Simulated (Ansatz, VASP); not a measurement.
## NaCl: VASP beside Ansatz

```
Na Cl
1.0
     0.00000    2.81000    2.81000
     2.81000    0.00000    2.81000
     2.81000    2.81000    0.00000
Na Cl
1 1
Cartesian
  0.0000 0.0000 0.0000
  2.8100 2.8100 2.8100
```

Alike in both runs: task relaxation of cell and atoms; functional PBEsol; k mesh 14 × 14 × 14; occupations fermi-dirac, width 0.1 eV; no spin polarisation.

|  | VASP | Ansatz |
| --- | --- | --- |
| version | VASP 6.6.1 | Ansatz 0.2.0 |
| potentials or method | VASP PAW PBE potentials, release 64 (Na_pv, Cl) | PAW with Ansatz's default frozen-core files, scalar-relativistic |
| plane-wave cutoff (eV) | 600 | 420 |
| valence electrons in the cell | 14 | 16 |

|  | VASP | Ansatz | Ansatz less VASP |
| --- | --- | --- | --- |
| gap on the k mesh at the Fermi level, each at its own relaxed structure (eV) | 5.00 | 5.01 | +0.011 |
| relaxed volume (Å³/atom) | 22.02 | 21.97 | -0.045 |
| relaxed length of the cell vector where the two differ most in proportion (Å) | 3.964 | 3.961 | -0.0027 |

VASP's potentials were made for PBE, not for PBEsol. VASP's potentials hold 14 valence electrons a cell and Ansatz's 16, so a difference there can come from the potentials and not from the codes.
